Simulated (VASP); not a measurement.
Here is a VASP 6.6.1 calculation.

INCAR

```
SYSTEM = ZnS
PREC = Accurate
ENCUT = 500
EDIFF = 1E-6
ISMEAR = 0
SIGMA = 0.05
LREAL = .FALSE.
LASPH = .TRUE.
NELM = 120
ALGO = Normal
ISIF = 2
LWAVE = .FALSE.
LCHARG = .FALSE.
GGA = PS
NBANDS = 16
GGA_COMPAT = .FALSE.
```

KPOINTS

```
Automatic mesh
0
G
  10 10 10
  0 0 0
```

File POSCAR:

```
ZnS
1.0
    0.0000000000      2.7030761450      2.7030761450
    2.7030761450      0.0000000000      2.7030761450
    2.7030761450      2.7030761450      0.0000000000
Zn S
1 1
Direct
    0.0000000000      0.0000000000      0.0000000000
    0.7500000000      0.7500000000      0.7500000000
```

Potentials or basis: VASP PAW PBE potentials, release 64 (Zn, S).

Run with:

```bash
$ cat potpaw_PBE.64/Zn/POTCAR potpaw_PBE.64/S/POTCAR > POTCAR
$ mpirun -np 1 vasp_std > vasp.out
```

Task: Predict the band gap on the k mesh.

Result: 1.97 eV.

Task: What does it give for the pressure?

Result: -1.9 GPa.

Caveat: the PAW data sets were made with another functional, which shifts forces and pressure a little.
